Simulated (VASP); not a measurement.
# Al3InSb4 (P3m1) in VASP: single point with PBEsol

Aim: the single point of Al3InSb4 with PBEsol.

Program: VASP 6.6.1. These are calculated values, not measurements. Logs are shortened: lines on timing, memory, paths and dates and some standing lists are left out, and cuts for length are marked.

## Step 1: The cell of the first run

Symmetry: P3m1, No. 156, trigonal system. The conventional cell has a = 3.955 Å, b = 3.955 Å, c = 12.981 Å, α = 90.00°, β = 90.00°, γ = 120.00°. In (site symmetry 3m) has 4 Sb at 2.52 to 2.63 Å within 3.3 Å. Al (site symmetry 3m) has 4 Sb at 2.33 to 2.40 Å within 3.1 Å. Al (site symmetry 3m) has 4 Sb at 2.36 to 2.40 Å within 3.1 Å. Al (site symmetry 3m) has 4 Sb at 2.36 to 2.40 Å within 3.1 Å. Within 3.1 Å of Sb (site symmetry 3m) lie 1 Al at 2.33 Å and 3 In at 2.52 Å. Within 3.1 Å of Sb (site symmetry 3m) lie 4 Al at 2.36 to 2.40 Å. Within 3.1 Å of Sb (site symmetry 3m) lie 4 Al at 2.36 to 2.40 Å. Sb (site symmetry 3m) has 3 Al at 2.40 Å and 1 In at 2.63 Å within 3.2 Å.

## Step 2: Single point, PBEsol

INCAR reads:

```
  ALGO = Normal
  EDIFF = 1E-6
  ENCUT = 520
  GGA = PS
  ISIF = 2
  ISMEAR = 0
  LASPH = T
  LCHARG = F
  LREAL = F
  LWAVE = F
  NBANDS = 31
  NELM = 80
  PREC = Accurate
  SIGMA = 0.1
```

KPOINTS reads:

```
k-points
0
Gamma
  6 6 2
```

POSCAR reads:

```
Al3InSb4
1.0
    3.9546773673      0.0000000000      0.0000000000
   -1.9773386837      3.4248510639      0.0000000000
    0.0000000000      0.0000000000     12.9805127212
In Al Sb
1 3 4
Direct
    0.0000000000      0.0000000000      0.9978595314
    0.6666666667      0.3333333333      0.2593647527
    0.6666666667      0.3333333333      0.7380161631
    0.0000000000      0.0000000000      0.4985515034
    0.6666666667      0.3333333333      0.0798371275
    0.6666666667      0.3333333333      0.5561001565
    0.0000000000      0.0000000000      0.3167078635
    0.0000000000      0.0000000000      0.7953639019
```

Potentials or basis: VASP PAW PBE potentials, release 64 (In_d, Al, Sb).

Launch:

```console
> cat potpaw_PBE.64/In_d/POTCAR potpaw_PBE.64/Al/POTCAR potpaw_PBE.64/Sb/POTCAR > POTCAR
> mpirun -np 1 vasp_std > vasp.out
```

OUTCAR:

```text
EDIFF = 1E-6
   ENCUT = 520
   GGA = PS
   ISIF = 2
   ISMEAR = 0
   LASPH = T
   LREAL = F
   NELM = 80
   PREC = Accurate

 ion  position               nearest neighbor table
   1  0.000  0.000  0.998-   5 2.52   5 2.52   5 2.52   8 2.63
   2  0.667  0.333  0.259-   5 2.33   7 2.40   7 2.40   7 2.40
   3  0.667  0.333  0.738-   6 2.36   8 2.40   8 2.40   8 2.40
   4  0.000  0.000  0.499-   7 2.36   6 2.40   6 2.40   6 2.40
   5  0.667  0.333  0.080-   2 2.33   1 2.52   1 2.52   1 2.52
   6  0.667  0.333  0.556-   3 2.36   4 2.40   4 2.40   4 2.40
   7  0.000  0.000  0.317-   4 2.36   2 2.40   2 2.40   2 2.40
   8  0.000  0.000  0.795-   3 2.40   3 2.40   3 2.40   1 2.63

  LATTYP: Found a hexagonal cell.
 ALAT       =     3.9546773673
 C/A-ratio  =     3.2823190151

  Lattice vectors:

 A1 = (   3.9546773673,   0.0000000000,   0.0000000000)
 A2 = (  -1.9773386837,   3.4248510639,   0.0000000000)
 A3 = (   0.0000000000,   0.0000000000,  12.9805127212)

Analysis of symmetry for initial positions (statically):
=====================================================================
 Subroutine PRICEL returns:
 Original cell was already a primitive cell.

 Routine SETGRP: Setting up the symmetry group for a
 hexagonal supercell.

 Subroutine GETGRP returns: Found  6 space group operations
 (whereof  6 operations were pure point group operations)
 out of a pool of 24 trial point group operations.

The static configuration has the point symmetry C_3v.

Analysis of symmetry for dynamics (positions and initial velocities):
=====================================================================
 Subroutine PRICEL returns:
 Original cell was already a primitive cell.

 Routine SETGRP: Setting up the symmetry group for a
 hexagonal supercell.

 Subroutine GETGRP returns: Found  6 space group operations
 (whereof  6 operations were pure point group operations)
 out of a pool of 24 trial point group operations.

The dynamic configuration has the point symmetry C_3v.

 Subroutine INISYM returns: Found  6 space group operations
 (whereof  6 operations are pure point group operations),
 and found     1 'primitive' translations

----------------------------------------------------------------------------------------

                                     Primitive cell

[... 94 lines left out ...]
   NSW    =      0    number of steps for IOM
   IBRION =     -1    ionic relax: 0-MD 1-quasi-New 2-CG
   NFREE  =      0    steps in history (QN), initial steepest desc. (CG)
   ISIF   =      2    stress and relaxation
   ISYM   =      2    0-nonsym 1-usesym 2-fastsym
   POTIM  = 0.5000    time-step for ionic-motion
   TEBEG  =    0.0;   TEEND  =   0.0 temperature during run
   PSTRESS=    0.0 pullay stress
   NELECT =      42.0000    total number of electrons
   NUPDOWN=      -1.0000    fix difference up-down
   EMIN   =  10.00;   EMAX   =-10.00  energy-range for DOS
   EFERMI =   0.00;   METHOD = LEGACY
   ISMEAR =     0;   SIGMA  =   0.10  broadening in eV -4-tet -1-fermi 0-gaus
   EFERMI_NEDOS =   21; number of points for ismear=-14 and -15
   IALGO  =     38    algorithm
   IMIX   =      4    mixing-type and parameters
     AMIX     =   0.40;   BMIX     =  1.00
     AMIX_MAG =   1.60;   BMIX_MAG =  1.00
  volume/ion in A,a.u.               =      21.98       148.30
  Fermi-wavevector in a.u.,A,eV,Ry     =   1.015804  1.919590 14.039265  1.031857
  Thomas-Fermi vector in A             =   2.149111
   LORBIT       =      0    0 simple, 1 ext, 2 COOP (PROOUT), +10 PAW based schemes
   GGA     = PS    functional components
   LHFCALC =     F    Hartree Fock is set to
   AEXX    =    0.0000 exact exchange contribution
   IVDW    =     0    specifies the selected vdW correction
   LEPSILON=     F    determine dielectric tensor
   LRPA    =     F    only Hartree local field effects (RPA)
 non-spin polarized calculation
 Gauss-broadening in eV      SIGMA  =   0.10
  energy-cutoff  :      520.00
  volume of cell :      175.81
 maximum number of plane-waves:      4788
 NGX is ok and might be reduce to    30
   NGX = 15   NGY = 15   NGZ = 49

 number of electron      41.9999992 magnetization

 Free energy of the ion-electron system (eV)
  ---------------------------------------------------
  ext. energy  EPLUGINS =         0.00000000
  ---------------------------------------------------
  free energy    TOTEN  =       -28.44660247 eV

  energy without entropy =      -28.44190944  energy(sigma->0) =      -28.44425595

 E-fermi :   8.8938     XC(G=0): -10.1362

 val. band max:        8.8794349558   @ k =   0.0000   0.0000   0.0000
 cond. band min:       8.9444734013   @ k =   0.5000   0.0000   0.0000
 fundamental gap:      0.0650384455
 Fermi energy:         8.8938332269

 k-point     1 :       0.0000    0.0000    0.0000
  band No.  band energies     occupation
      1      -6.6986      2.00000
      2      -6.6384      2.00000
      3      -6.6384      2.00000
      4      -6.4569      2.00000
      5      -6.4569      2.00000
      6      -4.6080      2.00000
[... 465 lines left out ...]
     30      14.3066      0.00000
     31      14.3489      0.00000

------------------------ aborting loop because EDIFF is reached ----------------------------------------

  FORCE on cell =-STRESS in cart. coord.  units (eV):
  Direction    XX          YY          ZZ          XY          YZ          ZX
  --------------------------------------------------------------------------------------
  -------------------------------------------------------------------------------------
  Total       36.8489331     36.8489331     40.3710699     -0.0000000     -0.0000000      0.0000000
  in kB      335.8078967    335.8078967    367.9054708     -0.0000000     -0.0000000      0.0000000
  external PRESSURE =     346.5070881 kB  Pullay stress =       0.0000000 kB

 VOLUME and BASIS-vectors are now :
 -----------------------------------------------------------------------------
  energy-cutoff  :      520.00
  volume of cell :      175.81
      direct lattice vectors                 reciprocal lattice vectors
     3.954677367  0.000000000  0.000000000     0.252865128  0.145991750  0.000000000
    -1.977338684  3.424851064  0.000000000     0.000000000  0.291983500  0.000000000
     0.000000000  0.000000000 12.980512721     0.000000000  0.000000000  0.077038559

 POSITION                                       TOTAL-FORCE (eV/Angst)
 -----------------------------------------------------------------------------------
      0.00000      0.00000     12.95273         0.000000     -0.000000     -1.560575
      1.97734      1.14162      3.36669        -0.000000      0.000000      0.875324
      1.97734      1.14162      9.57983        -0.000000      0.000000      0.874282
      0.00000      0.00000      6.47145         0.000000      0.000000      0.620384
      1.97734      1.14162      1.03633         0.000000      0.000000     -0.934774
      1.97734      1.14162      7.21847        -0.000000      0.000000     -0.596227
      0.00000      0.00000      4.11103         0.000000     -0.000000     -0.684842
      0.00000      0.00000     10.32423        -0.000000      0.000000      1.406426
 -----------------------------------------------------------------------------------
    total drift:                               -0.000000      0.000000     -0.002248

  FREE ENERGIE OF THE ION-ELECTRON SYSTEM (eV)
  ---------------------------------------------------
  free  energy   TOTEN  =       -28.4466024673 eV

  energy  without entropy=      -28.4419094364  energy(sigma->0) =      -28.44425595
```

OSZICAR:

```text
N       E                     dE             d eps       ncg     rms          rms(c)
DAV:   1     0.287458047280E+03    0.28746E+03   -0.15750E+04   868   0.120E+03
DAV:   2    -0.111781124974E+01   -0.28858E+03   -0.27558E+03   952   0.279E+02
DAV:   3    -0.284497290383E+02   -0.27332E+02   -0.26576E+02  1086   0.928E+01
DAV:   4    -0.294480886836E+02   -0.99836E+00   -0.99578E+00  1099   0.189E+01
DAV:   5    -0.294899694449E+02   -0.41881E-01   -0.41876E-01  1236   0.406E+00    0.106E+01
DAV:   6    -0.286996982859E+02    0.79027E+00   -0.72431E-01  1249   0.983E+00    0.666E+00
DAV:   7    -0.284558612217E+02    0.24384E+00   -0.93400E-01  1173   0.569E+00    0.144E+00
DAV:   8    -0.284477714195E+02    0.80898E-02   -0.72414E-02  1250   0.217E+00    0.136E+00
DAV:   9    -0.284466064765E+02    0.11649E-02   -0.99277E-03  1008   0.420E-01    0.531E-01
DAV:  10    -0.284466031664E+02    0.33101E-05   -0.32340E-03  1314   0.533E-01    0.145E-01
DAV:  11    -0.284465849038E+02    0.18263E-04   -0.33010E-04  1148   0.132E-01    0.642E-02
DAV:  12    -0.284465935919E+02   -0.86880E-05   -0.56941E-05  1340   0.562E-02    0.765E-02
DAV:  13    -0.284466015965E+02   -0.80047E-05   -0.19209E-05  1015   0.277E-02    0.494E-03
DAV:  14    -0.284466026694E+02   -0.10729E-05   -0.16823E-06   842   0.747E-03    0.704E-03
DAV:  15    -0.284466024673E+02    0.20218E-06   -0.57166E-07   674   0.719E-03
   1 F= -.28446602E+02 E0= -.28444256E+02  d E =-.469303E-02
```

Run time: 59 s. Hardware: 1 thread of AMD EPYC 9R45 (Zen 5), shared host; peak memory 0.28 GiB.

What came out:

```
Free energy            : -28.4466 eV
Pressure               : 34.7 GPa
Largest force          : 1.561 eV/Å
Band gap on the k mesh : 0.07 eV, indirect (least direct gap 1.04 eV)
```

Forces in eV/Å, atoms in the order of the input:
```
In   0.000  0.000 -1.561
Al   0.000  0.000  0.875
Al   0.000  0.000  0.874
Al   0.000  0.000  0.620
Sb   0.000  0.000 -0.935
Sb   0.000  0.000 -0.596
Sb   0.000  0.000 -0.685
Sb   0.000  0.000  1.406
```

Caveat: the PAW data sets were made with another functional, which shifts forces and pressure a little; spin-orbit coupling is left out, which moves the levels of the heavy elements.
